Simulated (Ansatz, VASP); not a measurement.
## One calculation of LaW3F, two programs

File INCAR:

```
ALGO = Normal ; EDIFF = 1E-7
EDIFFG = -0.04 ; ENCUT = 600
GGA = PE ; IBRION = 2
ISIF = 3 ; ISMEAR = 0
LASPH = True ; LCHARG = False
LREAL = False ; LWAVE = False
NELM = 80 ; NSW = 90
PREC = Accurate ; SIGMA = 0.1
```

File KPOINTS:

```
k-points
0
Gamma
  4 4 4
```

The input POSCAR:

```
LaW3F
1.0
    4.5559706800      0.0000000000      0.0000000000
    0.0000000000      4.5559706800      0.0000000000
    0.0000000000      0.0000000000      4.5559706800
La W F
1 3 1
Direct
    0.0000000000      0.0000000000      0.0000000000
    0.5000000000      0.0000000000      0.0000000000
    0.0000000000      0.5000000000      0.0000000000
    0.0000000000      0.0000000000      0.5000000000
    0.5000000000      0.5000000000      0.5000000000
```

Input for Ansatz:

```yaml
crystal:
  lattice:
    - [4.55597068, 0.0, 0.0]
    - [0.0, 4.55597068, 0.0]
    - [0.0, 0.0, 4.55597068]
  atoms:
    - { symbol: La, position: [0.0, 0.0, 0.0] }
    - { symbol: W, position: [0.5, 0.0, 0.0] }
    - { symbol: W, position: [0.0, 0.5, 0.0] }
    - { symbol: W, position: [0.0, 0.0, 0.5] }
    - { symbol: F, position: [0.5, 0.5, 0.5] }
basis:
  ecutwfc: 420
kpoints:
  mp_grid: { grid: [4, 4, 4] }
hamiltonian:
  xc: pbe
scf:
  occupations: { method: gaussian, width: 0.1 }
  lower_state_search: "off"
output:
  forces: true
  stress: true
  eigenvalues: true
relax:
  adjacent_minimum: "off"
  f_tol: 0.04
  max_steps: 70
  cell: { stress_tol: 0.4 }
```

Alike in both runs: task relaxation of cell and atoms; functional PBE; k mesh 4 × 4 × 4; occupations gaussian, width 0.1 eV; no spin polarisation.

|  | VASP | Ansatz |
| --- | --- | --- |
| version | VASP 6.6.1 | Ansatz 0.2.0 |
| potentials or method | VASP PAW PBE potentials, release 64 (La, W_sv, F), cutoff 600 eV | scalar-relativistic, plane waves, PAW |
| valence electrons in the cell | 60 | 60 |

|  | VASP | Ansatz | Ansatz less VASP |
| --- | --- | --- | --- |
| gap on the k mesh at the Fermi level, each at its own relaxed structure (eV) | none | none | - |
| relaxed volume (Å³/atom) | 23.24 | 23.07 | -0.172 |
| relaxed cell length with the largest relative difference (Å) | 4.880 | 4.868 | -0.0120 |

A gap of «none» marks a metal or a gap that the smearing closes.

Neither program's run includes spin-orbit coupling. Noted on VASP's run: the volume moved by over 15 % at a fixed basis, so the end points are rough.
